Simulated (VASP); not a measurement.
# Si16O (a cell with a defect) in VASP: single point with PBE

Aim: the single point of Si16O (a cell with a defect) with PBE.

Program: VASP 6.6.1. These are calculated values, not measurements. Logs are shortened: lines on timing, memory, paths and dates and some standing lists are left out, and cuts for length are marked.

## 1. The cell of the first run

The cell holds a defect, 17 atoms: a = 7.679 Å, b = 7.679 Å, c = 7.679 Å, α = 60.00°, β = 60.00°, γ = 60.00°.

## 2. Single point, PBE, collinear spin, ferromagnetic start

Input file INCAR:

```
PREC = Accurate ; ENCUT = 520
EDIFF = 1E-7 ; ISMEAR = -1
SIGMA = 0.02 ; LREAL = Auto
LASPH = T ; NELM = 150
ALGO = Normal ; ISIF = 2
LWAVE = F ; LCHARG = F
ISPIN = 2 ; MAGMOM = 0 0 0 0 0 0 0 0 0 0 0 0 0 0 0 0 1
LORBIT = 11 ; GGA = PE
NBANDS = 53
```

Input file KPOINTS:

```
Automatic mesh
0
Gamma
  2 2 2
```

Input file POSCAR:

```
Si16O
1.0
    0.0000000000      5.4300000000      5.4300000000
    5.4300000000      0.0000000000      5.4300000000
    5.4300000000      5.4300000000      0.0000000000
Si O
16 1
Direct
   -0.0055728564     -0.0010641774      0.0125558872
    0.1235715323      0.1320645106      0.1237076840
   -0.0024889022      0.0150768436      0.4931020994
    0.1251341419      0.1194891245      0.6370428215
    0.0068366633      0.4971827301      0.0435045775
    0.1172584610      0.6258779539      0.1755896999
   -0.0081142957      0.4931562900      0.5470339733
    0.1646497667      0.6496787699      0.5743969445
    0.4996318048      0.0262474288     -0.0193164226
    0.6205103320      0.1386738840      0.1216269642
    0.4993563434      0.0077812442      0.4961408629
    0.6239797250      0.1482211041      0.6051074504
    0.4920847663      0.5135700435     -0.0028921762
    0.6502427169      0.6526555232      0.0711350178
    0.5359668070      0.5213864413      0.4426414233
    0.6205019955      0.6328996228      0.6214752681
    0.1868550981      0.5743755629      0.8088012248
```

Potentials or basis: VASP PAW PBE potentials, release 64 (Si, O).

Run with:

```
$ cat potpaw_PBE.64/Si/POTCAR potpaw_PBE.64/O/POTCAR > POTCAR
$ mpirun -np 1 vasp_std > vasp.out
```

OUTCAR:

```text
PREC = Accurate
   ENCUT = 520
   EDIFF = 1E-7
   ISMEAR = -1
   LREAL = Auto
   LASPH = T
   NELM = 150
   ISIF = 2
   ISPIN = 2
   LORBIT = 11
   GGA = PE

 ion  position               nearest neighbor table
   1  0.994  0.999  0.013-   2 2.34  10 2.35   4 2.35   6 2.36
   2  0.124  0.132  0.124-   5 2.31   3 2.32   1 2.34   9 2.36
   3  0.998  0.015  0.493-   8 2.31   2 2.32  12 2.34   4 2.36
   4  0.125  0.119  0.637-  11 2.35   1 2.35   7 2.36   3 2.36
   5  0.007  0.497  0.044-  17 1.66   2 2.31  14 2.32   6 2.33   8 2.94
   6  0.117  0.626  0.176-   5 2.33   7 2.33   1 2.36  13 2.38
   7  0.992  0.493  0.547-   8 2.32   6 2.33  16 2.35   4 2.36
   8  0.165  0.650  0.574-  17 1.66   3 2.31   7 2.32  15 2.33   5 2.94
   9  0.500  0.026  0.981-  10 2.35  14 2.35  12 2.36   2 2.36
  10  0.621  0.139  0.122-   1 2.35  11 2.35   9 2.35  13 2.35
  11  0.499  0.008  0.496-  12 2.35  10 2.35   4 2.35  16 2.35
  12  0.624  0.148  0.605-   3 2.34  11 2.35   9 2.36  15 2.36
  13  0.492  0.514  0.997-  10 2.35  14 2.35  16 2.36   6 2.38
  14  0.650  0.653  0.071-   5 2.32  15 2.33  13 2.35   9 2.35
  15  0.536  0.521  0.443-   8 2.33  14 2.33  12 2.36  16 2.38
  16  0.621  0.633  0.621-  11 2.35   7 2.35  13 2.36  15 2.38
  17  0.187  0.574  0.809-   5 1.66   8 1.66

  LATTYP: Found a face centered cubic cell.
 ALAT       =    10.8600000000

  Lattice vectors:

 A1 = (   0.0000000000,   5.4300000000,   5.4300000000)
 A2 = (   5.4300000000,   0.0000000000,   5.4300000000)
 A3 = (   5.4300000000,   5.4300000000,   0.0000000000)

Analysis of symmetry for initial positions (statically):
=====================================================================
 Subroutine PRICEL returns:
 Original cell was already a primitive cell.

 Routine SETGRP: Setting up the symmetry group for a
 face centered cubic supercell.

 Subroutine GETGRP returns: Found  1 space group operations
 (whereof  1 operations were pure point group operations)
 out of a pool of 48 trial point group operations.

The static configuration has the point symmetry C_1 .

Analysis of symmetry for dynamics (positions and initial velocities):
=====================================================================
 Subroutine PRICEL returns:
 Original cell was already a primitive cell.

 Routine SETGRP: Setting up the symmetry group for a
 face centered cubic supercell.

 Subroutine GETGRP returns: Found  1 space group operations
 (whereof  1 operations were pure point group operations)
 out of a pool of 48 trial point group operations.

The dynamic configuration has the point symmetry C_1 .

Analysis of structural, dynamic, and magnetic symmetry:
=====================================================================
 Subroutine PRICEL returns:
 Original cell was already a primitive cell.

 Routine SETGRP: Setting up the symmetry group for a
 face centered cubic supercell.

 Subroutine GETGRP returns: Found  1 space group operations
 (whereof  1 operations were pure point group operations)
 out of a pool of 48 trial point group operations.

The overall configuration has the point symmetry C_1 .

 Subroutine INISYM returns: Found  1 space group operations
 (whereof  1 operations are pure point group operations),
 and found     1 'primitive' translations

----------------------------------------------------------------------------------------

                                     Primitive cell

  volume of cell :     320.2060

  direct lattice vectors                    reciprocal lattice vectors
     0.000000000  5.430000000  5.430000000    -0.092081031  0.092081031  0.092081031
     5.430000000  0.000000000  5.430000000     0.092081031 -0.092081031  0.092081031
     5.430000000  5.430000000  0.000000000     0.092081031  0.092081031 -0.092081031

  length of vectors
     7.679179644  7.679179644  7.679179644     0.159489025  0.159489025  0.159489025

  position of ions in fractional coordinates (direct lattice)
     0.994427144  0.998935823  0.012555887
     0.123571532  0.132064511  0.123707684
     0.997511098  0.015076844  0.493102099
     0.125134142  0.119489124  0.637042822
     0.006836663  0.497182730  0.043504578
     0.117258461  0.625877954  0.175589700
[... 9 lines left out ...]
     0.620501995  0.632899623  0.621475268
     0.186855098  0.574375563  0.808801225

  ion indices of the primitive-cell ions
   primitive index   ion index
                 1           1
                 2           2
                 3           3
                 4           4
                 5           5
                 6           6
[... 9 lines left out ...]
                16          16
                17          17

----------------------------------------------------------------------------------------

 KPOINTS: Automatic mesh

Automatic generation of k-mesh.
 Grid dimensions read from file:
 generate k-points for:    2    2    2

 Generating k-lattice:

  Cartesian coordinates                     Fractional coordinates (reciprocal lattice)
    -0.046040516  0.046040516  0.046040516     0.500000000  0.000000000  0.000000000
     0.046040516 -0.046040516  0.046040516     0.000000000  0.500000000  0.000000000
     0.046040516  0.046040516 -0.046040516     0.000000000  0.000000000  0.500000000

  Length of vectors
     0.079744512  0.079744512  0.079744512

  Shift w.r.t. Gamma in fractional coordinates (k-lattice)
     0.000000000  0.000000000  0.000000000

 Subroutine IBZKPT returns following result:
 ===========================================

 Found      8 irreducible k-points:

 Following reciprocal coordinates:
            Coordinates               Weight
  0.000000  0.000000  0.000000      1.000000
  0.500000  0.000000  0.000000      1.000000
  0.000000  0.500000  0.000000      1.000000
  0.000000  0.000000  0.500000      1.000000
  0.500000  0.500000  0.500000      1.000000
  0.500000  0.500000  0.000000      1.000000
  0.000000  0.500000  0.500000      1.000000
  0.500000  0.000000  0.500000      1.000000
   k-points           NKPTS =      8   k-points in BZ     NKDIM =      8   number of bands    NBANDS=     53
   number of dos      NEDOS =    301   number of ions     NIONS =     17
   total plane-waves  NPLWV = 216000
   dimension x,y,z NGX =    60 NGY =   60 NGZ =   60
   dimension x,y,z NGXF=   120 NGYF=  120 NGZF=  120
   ions per type =              16   1
   NGX,Y,Z   is equivalent  to a cutoff of  12.99, 12.99, 12.99 a.u.
   NGXF,Y,Z  is equivalent  to a cutoff of  25.98, 25.98, 25.98 a.u.
 SYSTEM =  unknown system
   PREC   = accura    normal or accurate (medium, high low for compatibility)
   ISTART =      0    job   : 0-new  1-cont  2-samecut
   ICHARG =      2    charge: 1-file 2-atom 10-const
   ISPIN  =      2    spin polarized calculation?
   LNONCOLLINEAR =      F non collinear calculations
   LSORBIT =      F    spin-orbit coupling
   LASPH  =      T    aspherical Exc in radial PAW
   ENCUT  =  520.0 eV  38.22 Ry    6.18 a.u.  14.28 14.28 14.28*2*pi/ulx,y,z
   NELM   =    150;   NELMIN=  2; NELMDL= -5     # of ELM steps
   EDIFF  = 0.1E-06   stopping-criterion for ELM
   LREAL  =      T    real-space projection
   EDIFFG = 0.1E-05   stopping-criterion for IOM
   NSW    =      0    number of steps for IOM
   IBRION =     -1    ionic relax: 0-MD 1-quasi-New 2-CG
   NFREE  =      0    steps in history (QN), initial steepest desc. (CG)
   ISIF   =      2    stress and relaxation
   ISYM   =      2    0-nonsym 1-usesym 2-fastsym
   POTIM  = 0.5000    time-step for ionic-motion
   TEBEG  =    0.0;   TEEND  =   0.0 temperature during run
   PSTRESS=    0.0 pullay stress
   NELECT =      70.0000    total number of electrons
   NUPDOWN=      -1.0000    fix difference up-down
   EMIN   =  10.00;   EMAX   =-10.00  energy-range for DOS
   EFERMI =   0.00;   METHOD = LEGACY
   ISMEAR =    -1;   SIGMA  =   0.02  broadening in eV -4-tet -1-fermi 0-gaus
   EFERMI_NEDOS =   21; number of points for ismear=-14 and -15
   IALGO  =     38    algorithm
   IMIX   =      4    mixing-type and parameters
     AMIX     =   0.40;   BMIX     =  1.00
     AMIX_MAG =   1.60;   BMIX_MAG =  1.00
  volume/ion in A,a.u.               =      18.84       127.11
  Fermi-wavevector in a.u.,A,eV,Ry     =   0.986199  1.863645 13.232857  0.972588
  Thomas-Fermi vector in A             =   2.117562
   LORBIT       =     11    0 simple, 1 ext, 2 COOP (PROOUT), +10 PAW based schemes
   GGA     = PE    functional components
   LHFCALC =     F    Hartree Fock is set to
   AEXX    =    0.0000 exact exchange contribution
   IVDW    =     0    specifies the selected vdW correction
   LEPSILON=     F    determine dielectric tensor
   LRPA    =     F    only Hartree local field effects (RPA)
 spin polarized calculation
  energy-cutoff  :      520.00
  volume of cell :      320.21
 maximum number of plane-waves:      8646
 NGX is ok and might be reduce to    60
   NGX = 29   NGY = 29   NGZ = 29

 number of electron      70.0000000 magnetization       0.0000162

 number of electron      70.0000000 magnetization      -0.0000010

 Free energy of the ion-electron system (eV)
  ---------------------------------------------------
  ext. energy  EPLUGINS =         0.00000000
  ---------------------------------------------------
  free energy    TOTEN  =       -92.69552291 eV

  energy without entropy =      -92.69552220  energy(sigma->0) =      -92.69552255

 E-fermi :   6.1283     XC(G=0):  -9.5326

 val. band max:        5.8839367337   @ k =   0.0000   0.0000   0.0000
 cond. band min:       6.3710241155   @ k =   0.0000   0.0000   0.0000
 fundamental gap:      0.4870873818
 Fermi energy:         6.1283255757

 spin component 1

 k-point     1 :       0.0000    0.0000    0.0000
  band No.  band energies     occupation
      1     -14.4413      1.00000
      2      -5.8116      1.00000
      3      -4.3816      1.00000
      4      -3.6878      1.00000
      5      -3.6696      1.00000
      6      -3.3242      1.00000
[... 39 lines left out ...]
     46       8.6608      0.00000
     47       8.6993      0.00000
[... 308 lines left out ...]
      6      -3.9619      1.00000
[... 39 lines left out ...]
     46      10.2038      0.00000
     47      10.4737      0.00000
 Fermi energy:         6.1283255757

 spin component 2

 k-point     1 :       0.0000    0.0000    0.0000
  band No.  band energies     occupation
      1     -14.4413      1.00000
      2      -5.8116      1.00000
      3      -4.3816      1.00000
      4      -3.6878      1.00000
      5      -3.6696      1.00000
      6      -3.3242      1.00000
[... 39 lines left out ...]
     46       8.6608      0.00000
     47       8.6993      0.00000
[... 308 lines left out ...]
      6      -3.9619      1.00000
[... 39 lines left out ...]
     46      10.2038      0.00000
     47      10.4737      0.00000
 [bands above 47 left out]

------------------------ aborting loop because EDIFF is reached ----------------------------------------

  FORCE on cell =-STRESS in cart. coord.  units (eV):
  Direction    XX          YY          ZZ          XY          YZ          ZX
  --------------------------------------------------------------------------------------
  -------------------------------------------------------------------------------------
  Total        9.0711733      8.4082301      8.4026278      2.2954934     -3.0037115     -2.3254016
  in kB       45.3883674     42.0712761     42.0432448     11.4856913    -15.0293192    -11.6353398
  external PRESSURE =      43.1676294 kB  Pullay stress =       0.0000000 kB

 VOLUME and BASIS-vectors are now :
 -----------------------------------------------------------------------------
  energy-cutoff  :      520.00
  volume of cell :      320.21
      direct lattice vectors                 reciprocal lattice vectors
     0.000000000  5.430000000  5.430000000    -0.092081031  0.092081031  0.092081031
     5.430000000  0.000000000  5.430000000     0.092081031 -0.092081031  0.092081031
     5.430000000  5.430000000  0.000000000     0.092081031  0.092081031 -0.092081031

 POSITION                                       TOTAL-FORCE (eV/Angst)
 -----------------------------------------------------------------------------------
      5.49240      5.46792     10.82396        -0.008416      0.010018      0.013212
      1.38884      1.34273      1.38810         0.003821      0.000272      0.012192
      2.75941      8.09403      5.49835        -0.004408      0.011975     -0.016050
      4.10797      4.13862      1.32830        -0.000690     -0.010781     -0.004994
      2.93593      0.27335      2.73683         0.048687      0.012237     -0.030430
      4.35197      1.59017      4.03523        -0.002810     -0.012625     -0.013649
[... 9 lines left out ...]
      6.81126      6.74394      6.80597         0.001925     -0.004883      0.015648
      7.51065      5.40641      4.13348         0.001527      0.007904      0.001073
 -----------------------------------------------------------------------------------
    total drift:                                0.003680     -0.006007     -0.003833

  FREE ENERGIE OF THE ION-ELECTRON SYSTEM (eV)
  ---------------------------------------------------
  free  energy   TOTEN  =       -92.6955229093 eV

  energy  without entropy=      -92.6955221951  energy(sigma->0) =      -92.69552255

 total charge

# of ion       s       p       d       tot
------------------------------------------
    1        0.739   0.954   0.000   1.693
    2        0.744   0.978   0.000   1.722
    3        0.744   0.977   0.000   1.722
    4        0.740   0.948   0.000   1.688
    5        0.742   0.944   0.000   1.687
    6        0.749   0.955   0.000   1.705
[... 9 lines left out ...]
   16        0.744   0.937   0.000   1.681
   17        1.576   3.597   0.000   5.173
--------------------------------------------------
tot         13.461  18.889   0.000  32.350

 magnetization (x)

# of ion       s       p       d       tot
------------------------------------------
    1       -0.000   0.000   0.000   0.000
    2       -0.000   0.000   0.000   0.000
    3       -0.000   0.000   0.000   0.000
    4       -0.000   0.000   0.000   0.000
    5        0.000   0.000   0.000   0.000
    6       -0.000  -0.000   0.000  -0.000
[... 9 lines left out ...]
   16       -0.000   0.000   0.000   0.000
   17        0.000  -0.000   0.000  -0.000
--------------------------------------------------
tot         -0.000   0.000   0.000   0.000
```

Run time: 8.9 min. Hardware: 1 thread of Intel Xeon Platinum 8259CL at 2.50GHz (Skylake/Cascade Lake), shared host; peak memory 0.71 GiB.

Results:

```
Free energy                                           : -92.6955 eV
Pressure                                              : 4.3 GPa
Largest force                                         : 0.070 eV/Å
Band gap on the k mesh                                : 0.49 eV
Net moment                                            : 0.00 μB per cell
Valence electrons inside the program's atomic spheres : Si 1.69, 1.72, 1.71, 1.70, 1.68 (each value once); O 5.17
```

Forces on the atoms (eV/Å):
```
Si  -0.008  0.010  0.013
Si   0.004  0.000  0.012
Si  -0.004  0.012 -0.016
Si  -0.001 -0.011 -0.005
Si   0.049  0.012 -0.030
Si  -0.003 -0.013 -0.014
Si   0.007  0.017  0.008
Si  -0.057 -0.034  0.022
Si   0.011 -0.012  0.004
Si  -0.001  0.002 -0.008
Si   0.010 -0.007  0.000
Si  -0.002  0.009  0.004
Si  -0.013  0.015  0.005
Si   0.009  0.006  0.008
Si  -0.003 -0.011 -0.021
Si   0.002 -0.005  0.016
O    0.002  0.008  0.001
```

Caveat: the k points lie up to 0.50 Å⁻¹ apart; semilocal functionals underestimate gaps, and a narrow one can read as zero.
